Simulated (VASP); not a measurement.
Write the native input for VASP 6.6.1 that does the following.

* Task: relaxation of cell and atoms
* Functional: PBE
* Potentials or basis: VASP PAW PBE potentials, release 64 (Hf_pv, Be, C, N)
* Cutoff: 600 eV
* k mesh: 6 × 4 × 4
* Occupations: gaussian, width 0.1 eV
* Spin: no spin polarisation
* Dipole correction: no
* Further INCAR settings: ALGO = Normal; EDIFF = 1e-07; IBRION = 2; EDIFFG = -0.04; NSW = 90; ISIF = 3

The structure of HfBeC2N lies in POSCAR:

```
HfBeC2N
1.0
    3.2134179540      0.0000000000      0.0000000000
    0.0000000000      4.8225637152      0.0000000000
   -0.1644672992      0.0000000000      6.4291455482
Hf Be C N
2 2 4 2
Direct
    0.5827361494      0.9982225139      0.2103537575
    0.5827361494      0.0017774861      0.7103537575
    0.0515844438      0.6116759734      0.4753056899
    0.0515844438      0.3883240266      0.9753056899
    0.7935592978      0.4954450493      0.2471661589
    0.7935592978      0.5045549507      0.7471661589
    0.5028650998      0.5073953977      0.1040236895
    0.5028650998      0.4926046023      0.6040236895
    0.0706206821      0.9705058942      0.4652428395
    0.0706206821      0.0294941058      0.9652428395
```

One way to write it, as run:

INCAR

```
ALGO = Normal ; EDIFF = 1E-7
EDIFFG = -0.04 ; ENCUT = 600
GGA = PE ; IBRION = 2
ISIF = 3 ; ISMEAR = 0
LASPH = True ; LCHARG = False
LREAL = False ; LWAVE = False
NELM = 60 ; NSW = 90
PREC = Accurate ; SIGMA = 0.1
```

KPOINTS

```
k-points
0
Gamma
  6 4 4
```

Potentials or basis: VASP PAW PBE potentials, release 64 (Hf_pv, Be, C, N).

Run with:

```console
$ cat potpaw_PBE.64/Hf_pv/POTCAR potpaw_PBE.64/Be/POTCAR potpaw_PBE.64/C/POTCAR potpaw_PBE.64/N/POTCAR > POTCAR
$ mpirun -np 1 vasp_std > vasp.out
```

Results of the run:

- Relaxed volume: 9.83 Å³/atom
- Relaxed cell: a = 3.221 Å, b = 4.767 Å, c = 6.404 Å, α = 90.00°, β = 91.48°, γ = 90.00°
- Space group after relaxing (to 0.1 Å): Pc (No. 7)
- Energy gained by relaxing: 3.3 meV/atom
- Ionic steps: 8
- Pressure after relaxing: 0.1 GPa
- Largest force after relaxing: 0.040 eV/Å
- Band gap on the k mesh: zero (bands 25 and 26 overlap by 2.17 eV)

Caveat: spin-orbit coupling is left out, which moves the levels of the heavy elements.

It took 8.1 min on 1 thread of Intel(R) Xeon(R) 6975P-C (Granite Rapids) (shared host), peak memory 0.35 GiB.
